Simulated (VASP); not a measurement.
A run of VASP 6.6.1 is set up as follows.

The input POSCAR:

```
PtS2
1.0
    3.5432000000      0.0000000000      0.0000000000
   -1.7716000000      3.0685012107      0.0000000000
    0.0000000000      0.0000000000      5.0388000000
Pt S
1 2
Direct
    0.0000000000      0.0000000000      0.0000000000
    0.6666666667      0.3333333333      0.7730000000
    0.3333333333      0.6666666667      0.2270000000
```

File INCAR.step1:

```
ALGO = Normal ; EDIFF = 1E-5
ENCUT = 520 ; GGA = PE
ISIF = 2 ; ISMEAR = -1
LASPH = True ; LCHARG = False
LREAL = False ; LWAVE = True
NBANDS = 18 ; NELM = 80
PREC = Accurate ; SIGMA = 0.05
```

Contents of INCAR.step2:

```
AEXX = 0.5 ; ALGO = Normal
EDIFF = 1E-6 ; ENCUT = 520
ISIF = 2 ; ISMEAR = -1
ISTART = 1 ; LASPH = True
LCHARG = False ; LHFCALC = True
LMIXTAU = True ; LREAL = False
LWAVE = False ; METAGGA = R2SCAN
NBANDS = 18 ; NELM = 80
PREC = Accurate ; PRECFOCK = Normal
SIGMA = 0.05
```

KPOINTS

```
k-points
0
Gamma
  5 5 3
```

Potentials or basis: VASP PAW PBE potentials, release 64 (Pt, S).

The run is started by

```sh
$ cat potpaw_PBE.64/Pt/POTCAR potpaw_PBE.64/S/POTCAR > POTCAR
$ cp INCAR.step1 INCAR
$ mpirun -np 1 vasp_std > vasp.out
$ cp INCAR.step2 INCAR
$ mpirun -np 1 vasp_std > vasp.out
```

(1) Estimate the band gap on the k mesh.

(2) What does it give for the pressure?

(3) Predict the largest force.

Answers

(1) 3.98 eV (least direct gap 4.51 eV).

(2) 1.6 GPa.

(3) 0.569 eV/Å.

Caveat: the stress differs along the axes, from -0 to 5 GPa; the PAW data sets were made with another functional, which shifts forces and pressure a little; spin-orbit coupling is left out, which moves the levels of the heavy elements.
